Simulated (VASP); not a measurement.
# Zn5Se8 (P1) in VASP: single point with PBE

Aim: the single point of Zn5Se8 with PBE.

Program: VASP 6.6.1. These are calculated values, not measurements. Logs are shortened: lines on timing, memory, paths and dates and some standing lists are left out, and cuts for length are marked.

## (1) The cell of the first run

The typed cell holds 13 atoms: a = 8.189 Å, b = 8.620 Å, c = 8.163 Å, α = 58.47°, β = 63.73°, γ = 39.19°.

## (2) Single point, PBE (atoms taken out)

Input file INCAR:

```
PREC     = Accurate       # precision mode
ENCUT    = 520            # plane-wave cutoff, eV
EDIFF    = 1E-6           # SCF threshold, eV
ISMEAR   = 0              # smearing method
SIGMA    = 0.1            # smearing width, eV
LREAL    = False          # projectors in reciprocal space
LASPH    = True           # aspherical terms in the spheres
NELM     = 60             # most SCF steps
ALGO     = Normal         # electronic algorithm
ISIF     = 2              # what is computed and relaxed
LWAVE    = False          # write WAVECAR
LCHARG   = False          # write CHGCAR
GGA      = PE             # functional
NBANDS   = 66             # bands
```

Input file KPOINTS:

```
regular mesh
0
Gamma
  5 5 5
```

Input file POSCAR:

```
Zn5Se8
1.0
   -0.8718000000      4.5287110000     -6.7673570000
   -5.2169750000      0.9149920000     -6.8005120000
   -6.1370260000      5.3828880000      0.0210280000
Zn Se
5 8
Direct
    0.5118429489      0.0068627196      0.4915612318
    0.1776129328      0.8891826154      0.4977729720
    0.5144200872      0.0193358687      0.9837883218
    0.3874786004      0.6799576113      0.9331844553
    0.0234402649      0.5322725583      0.9702306582
    0.6461845215      0.0794913979      0.1447822085
    0.1091682712      0.1108783715      0.1449721468
    0.6143179593      0.6064664515      0.1329860778
    0.1350892748      0.5851802322      0.1539239349
    0.5790755083      0.1466624048      0.6309761528
    0.0974158642      0.1200097571      0.6572852228
    0.6213080439      0.5961153034      0.6245676288
    0.0847844157      0.6349998659      0.6237637547
```

Potentials or basis: VASP PAW PBE potentials, release 64 (Zn, Se).

On the command line:

```bash
$ cat potpaw_PBE.64/Zn/POTCAR potpaw_PBE.64/Se/POTCAR > POTCAR
$ mpirun -np 1 vasp_std > vasp.out
```

OUTCAR:

```text
PREC = Accurate
   ENCUT = 520
   EDIFF = 1E-6
   ISMEAR = 0
   LREAL = False
   LASPH = True
   NELM = 60
   ISIF = 2
   GGA = PE

 ion  position               nearest neighbor table
   1  0.512  0.007  0.492-  10 2.46   6 2.46  12 2.54  11 2.55
   2  0.178  0.889  0.498-  13 2.44  11 2.45   7 2.50  12 2.65
   3  0.514  0.019  0.984-   6 2.45  10 2.45   7 2.56   8 2.58   5 2.82   5 2.84
   4  0.387  0.680  0.933-   9 2.44  12 2.45   8 2.51  11 2.63
   5  0.023  0.532  0.970-  13 2.42   9 2.42   8 2.65   7 2.69   3 2.82   3 2.84
   6  0.646  0.079  0.145-   3 2.45   1 2.46   9 2.77
   7  0.109  0.111  0.145-   2 2.50   3 2.56   5 2.69   8 2.79
   8  0.614  0.606  0.133-   4 2.51   3 2.58   5 2.65   7 2.79
   9  0.135  0.585  0.154-   5 2.42   4 2.44   6 2.77
  10  0.579  0.147  0.631-   3 2.45   1 2.46  13 2.77
  11  0.097  0.120  0.657-   2 2.45   1 2.55   4 2.63  12 2.66
  12  0.621  0.596  0.625-   4 2.45   1 2.54   2 2.65  11 2.66
  13  0.085  0.635  0.624-   5 2.42   2 2.44  10 2.77

  LATTYP: Found a triclinic cell.
 ALAT       =     8.6198028964
 B/A-ratio  =     1.5764999397
 C/A-ratio  =     0.6556533252
 COS(alpha) =     0.0002749015
 COS(beta)  =     0.4020801660
 COS(gamma) =     0.7872537216

  Lattice vectors:

 A1 = (  -5.2169750000,   0.9149920000,  -6.8005120000)
 A2 = (   0.0482510000,   0.0608150000, -13.5888970000)
 A3 = (  -4.3451750000,  -3.6137190000,  -0.0331550000)

Analysis of symmetry for initial positions (statically):
=====================================================================
 Subroutine PRICEL returns:
 Original cell was already a primitive cell.

 Routine SETGRP: Setting up the symmetry group for a
 triclinic supercell.

 Subroutine GETGRP returns: Found  1 space group operations
 (whereof  1 operations were pure point group operations)
 out of a pool of  2 trial point group operations.

The static configuration has the point symmetry C_1 .

Analysis of symmetry for dynamics (positions and initial velocities):
=====================================================================
 Subroutine PRICEL returns:
 Original cell was already a primitive cell.

 Routine SETGRP: Setting up the symmetry group for a
 triclinic supercell.

 Subroutine GETGRP returns: Found  1 space group operations
 (whereof  1 operations were pure point group operations)
 out of a pool of  2 trial point group operations.

The dynamic configuration has the point symmetry C_1 .

 Subroutine INISYM returns: Found  1 space group operations
 (whereof  1 operations are pure point group operations),
 and found     1 'primitive' translations

----------------------------------------------------------------------------------------

                                     Primitive cell

  volume of cell :     309.6146

  direct lattice vectors                    reciprocal lattice vectors
    -0.871800000  4.528711000 -6.767357000     0.118294275  0.135150672 -0.072564609
    -5.216975000  0.914992000 -6.800512000    -0.117963282 -0.134198380 -0.074608934
    -6.137026000  5.382888000  0.021028000    -0.079471304  0.094880686  0.073731930

  length of vectors
     8.189406531  8.619802896  8.163272231     0.193713351  0.193626016  0.144063980

  position of ions in fractional coordinates (direct lattice)
     0.511842949  0.006862720  0.491561232
     0.177612933  0.889182615  0.497772972
     0.514420087  0.019335869  0.983788322
     0.387478600  0.679957611  0.933184455
     0.023440265  0.532272558  0.970230658
     0.646184521  0.079491398  0.144782208
     0.109168271  0.110878372  0.144972147
     0.614317959  0.606466451  0.132986078
     0.135089275  0.585180232  0.153923935
     0.579075508  0.146662405  0.630976153
     0.097415864  0.120009757  0.657285223
     0.621308044  0.596115303  0.624567629
     0.084784416  0.634999866  0.623763755

  ion indices of the primitive-cell ions
   primitive index   ion index
                 1           1
                 2           2
                 3           3
                 4           4
                 5           5
                 6           6
                 7           7
                 8           8
                 9           9
                10          10
                11          11
                12          12
                13          13

----------------------------------------------------------------------------------------

 KPOINTS: regular mesh

Automatic generation of k-mesh.
 Grid dimensions read from file:
 generate k-points for:    5    5    5

 Generating k-lattice:

  Cartesian coordinates                     Fractional coordinates (reciprocal lattice)
     0.023658855  0.027030134 -0.014512922     0.200000000  0.000000000 -0.000000000
    -0.023592656 -0.026839676 -0.014921787     0.000000000  0.200000000  0.000000000
    -0.015894261  0.018976137  0.014746386     0.000000000  0.000000000  0.200000000

  Length of vectors
     0.038742670  0.038725203  0.028812796

  Shift w.r.t. Gamma in fractional coordinates (k-lattice)
     0.000000000  0.000000000  0.000000000

 Subroutine IBZKPT returns following result:
 ===========================================

 Found     63 irreducible k-points:

 Following reciprocal coordinates:
            Coordinates               Weight
  0.000000  0.000000  0.000000      1.000000
  0.200000 -0.000000  0.000000      2.000000
  0.400000 -0.000000 -0.000000      2.000000
  0.000000  0.200000  0.000000      2.000000
  0.200000  0.200000  0.000000      2.000000
  0.400000  0.200000  0.000000      2.000000
[... 16 lines left out ...]
 -0.200000  0.200000  0.200000      2.000000
  0.000000  0.400000  0.200000      2.000000
 [... further k-points ...]
   k-points           NKPTS =     63   k-points in BZ     NKDIM =     63   number of bands    NBANDS=     66
   number of dos      NEDOS =    301   number of ions     NIONS =     13
   total plane-waves  NPLWV = 262144
   dimension x,y,z NGX =    64 NGY =   64 NGZ =   64
   dimension x,y,z NGXF=   128 NGYF=  128 NGZF=  128
   ions per type =               5   8
   NGX,Y,Z   is equivalent  to a cutoff of  12.99, 12.34, 13.03 a.u.
   NGXF,Y,Z  is equivalent  to a cutoff of  25.98, 24.69, 26.07 a.u.
 SYSTEM =  unknown system
   PREC   = accura    normal or accurate (medium, high low for compatibility)
   ISTART =      0    job   : 0-new  1-cont  2-samecut
   ICHARG =      2    charge: 1-file 2-atom 10-const
   ISPIN  =      1    spin polarized calculation?
   LNONCOLLINEAR =      F non collinear calculations
   LSORBIT =      F    spin-orbit coupling
   LASPH  =      T    aspherical Exc in radial PAW
   ENCUT  =  520.0 eV  38.22 Ry    6.18 a.u.  15.23 16.03 15.18*2*pi/ulx,y,z
   NELM   =     60;   NELMIN=  2; NELMDL= -5     # of ELM steps
   EDIFF  = 0.1E-05   stopping-criterion for ELM
   LREAL  =      F    real-space projection
   EDIFFG = 0.1E-04   stopping-criterion for IOM
   NSW    =      0    number of steps for IOM
   IBRION =     -1    ionic relax: 0-MD 1-quasi-New 2-CG
   NFREE  =      0    steps in history (QN), initial steepest desc. (CG)
   ISIF   =      2    stress and relaxation
   ISYM   =      2    0-nonsym 1-usesym 2-fastsym
   POTIM  = 0.5000    time-step for ionic-motion
   TEBEG  =    0.0;   TEEND  =   0.0 temperature during run
   PSTRESS=    0.0 pullay stress
   NELECT =     108.0000    total number of electrons
   NUPDOWN=      -1.0000    fix difference up-down
   EMIN   =  10.00;   EMAX   =-10.00  energy-range for DOS
   EFERMI =   0.00;   METHOD = LEGACY
   ISMEAR =     0;   SIGMA  =   0.10  broadening in eV -4-tet -1-fermi 0-gaus
   EFERMI_NEDOS =   21; number of points for ismear=-14 and -15
   IALGO  =     38    algorithm
   IMIX   =      4    mixing-type and parameters
     AMIX     =   0.40;   BMIX     =  1.00
     AMIX_MAG =   1.60;   BMIX_MAG =  1.00
  volume/ion in A,a.u.               =      23.82       160.72
  Fermi-wavevector in a.u.,A,eV,Ry     =   1.152415  2.177749 18.069361  1.328061
  Thomas-Fermi vector in A             =   2.289066
   LORBIT       =      0    0 simple, 1 ext, 2 COOP (PROOUT), +10 PAW based schemes
   GGA     = PE    functional components
   LHFCALC =     F    Hartree Fock is set to
   AEXX    =    0.0000 exact exchange contribution
   IVDW    =     0    specifies the selected vdW correction
   LEPSILON=     F    determine dielectric tensor
   LRPA    =     F    only Hartree local field effects (RPA)
 non-spin polarized calculation
 Gauss-broadening in eV      SIGMA  =   0.10
  energy-cutoff  :      520.00
  volume of cell :      309.61
 maximum number of plane-waves:      8365
 NGX is ok and might be reduce to    64
   NGX = 31   NGY = 33   NGZ = 31

 number of electron     108.0000003 magnetization

 Free energy of the ion-electron system (eV)
  ---------------------------------------------------
  ext. energy  EPLUGINS =         0.00000000
  ---------------------------------------------------
  free energy    TOTEN  =       -37.76580421 eV

  energy without entropy =      -37.72396410  energy(sigma->0) =      -37.74488415

 E-fermi :   1.8478     XC(G=0):  -9.2488

 val. band max:        1.8377987870   @ k =  -0.2000   0.4000   0.4000
 cond. band min:       1.8647204926   @ k =   0.2000  -0.2000   0.4000
 fundamental gap:      0.0269217056
 Fermi energy:         1.8478087431

 k-point     1 :       0.0000    0.0000    0.0000
  band No.  band energies     occupation
      1     -12.0617      2.00000
      2     -11.5234      2.00000
      3     -11.4908      2.00000
      4     -11.4332      2.00000
      5      -9.6488      2.00000
      6      -9.5181      2.00000
[... 58 lines left out ...]
     65       6.0442      0.00000
     66       6.3075      0.00000

 k-point     2 :       0.2000   -0.0000    0.0000
  band No.  band energies     occupation
      1     -11.8974      2.00000
      2     -11.3856      2.00000
      3     -11.3578      2.00000
      4     -11.2974      2.00000
      5      -9.9750      2.00000
      6      -9.8226      2.00000
[... 1576 lines left out ...]
     65       7.2479      0.00000
     66       7.5653      0.00000

 [... further k-points ...]

------------------------ aborting loop because EDIFF is reached ----------------------------------------

  FORCE on cell =-STRESS in cart. coord.  units (eV):
  Direction    XX          YY          ZZ          XY          YZ          ZX
  --------------------------------------------------------------------------------------
  -------------------------------------------------------------------------------------
  Total        2.5828457      1.5737753     -0.7787292      2.2443773      0.0202402      0.0320961
  in kB       13.3655739      8.1438896     -4.0297269     11.6140853      0.1047380      0.1660894
  external PRESSURE =       5.8265788 kB  Pullay stress =       0.0000000 kB

 VOLUME and BASIS-vectors are now :
 -----------------------------------------------------------------------------
  energy-cutoff  :      520.00
  volume of cell :      309.61
      direct lattice vectors                 reciprocal lattice vectors
    -0.871800000  4.528711000 -6.767357000     0.118294275  0.135150672 -0.072564609
    -5.216975000  0.914992000 -6.800512000    -0.117963282 -0.134198380 -0.074608934
    -6.137026000  5.382888000  0.021028000    -0.079471304  0.094880686  0.073731930

 POSITION                                       TOTAL-FORCE (eV/Angst)
 -----------------------------------------------------------------------------------
     -3.49875      4.97029     -3.50016         0.003246     -0.009227      0.233921
     -7.84853      4.29741     -7.23840         0.013559      0.065936     -0.189271
     -6.58688      7.64297     -3.59207         0.006106     -0.003431      0.266218
     -9.61210      7.40016     -7.22664        -0.010353     -0.041171     -0.179731
     -8.75162      5.81582     -3.75795        -0.001578      0.016476      0.262145
     -1.86658      3.77846     -4.91050         0.151965      0.094074     -0.117523
     -1.56332      1.37621     -1.48976         0.001479     -0.049559     -0.139631
     -4.51562      4.05283     -8.27879        -0.016487      0.033150     -0.139487
     -4.11528      1.97577     -4.89049        -0.166411     -0.049748      0.057655
     -5.14229      6.15313     -4.90292        -0.183709     -0.080727     -0.122529
     -4.74479      4.08907     -1.46155        -0.080600      0.048541     -0.013825
     -7.48456      6.72114     -8.24537         0.082321     -0.068878      0.020862
     -7.21475      4.32263     -4.87897         0.200462      0.044564      0.061197
 -----------------------------------------------------------------------------------
    total drift:                               -0.000917      0.000779     -0.000632

  FREE ENERGIE OF THE ION-ELECTRON SYSTEM (eV)
  ---------------------------------------------------
  free  energy   TOTEN  =       -37.7658042085 eV

  energy  without entropy=      -37.7239640975  energy(sigma->0) =      -37.74488415
```

It took 22 min on 1 thread of AMD EPYC 9R45 (Zen 5), shared host; peak memory 1.1 GiB.

What came out:

```
Free energy            : -37.7658 eV
Pressure               : 0.6 GPa
Largest force          : 0.266 eV/Å
Band gap on the k mesh : zero (bands 54 and 55 overlap by 2.85 eV)
```

Forces in eV/Å, atoms in the order of the input:
```
Zn   0.003 -0.009  0.234
Zn   0.014  0.066 -0.189
Zn   0.006 -0.003  0.266
Zn  -0.010 -0.041 -0.180
Zn  -0.002  0.016  0.262
Se   0.152  0.094 -0.118
Se   0.001 -0.050 -0.140
Se  -0.016  0.033 -0.139
Se  -0.166 -0.050  0.058
Se  -0.184 -0.081 -0.123
Se  -0.081  0.049 -0.014
Se   0.082 -0.069  0.021
Se   0.200  0.045  0.061
```

Levels at points of the mesh, in eV from the Fermi level:
```csv
k point,band 50,band 51,band 52,band 53,band 54,band 55,band 56,band 57
"(0.00, 0.00, 0.00)",-1.00,-0.66,-0.11,-0.07,1.04,2.15,2.35,2.50
```

Caveat: the cell differs from its parent crystal (atoms taken out).

The gap in the log of VASP goes by the Fermi energy; the results here count the filled bands.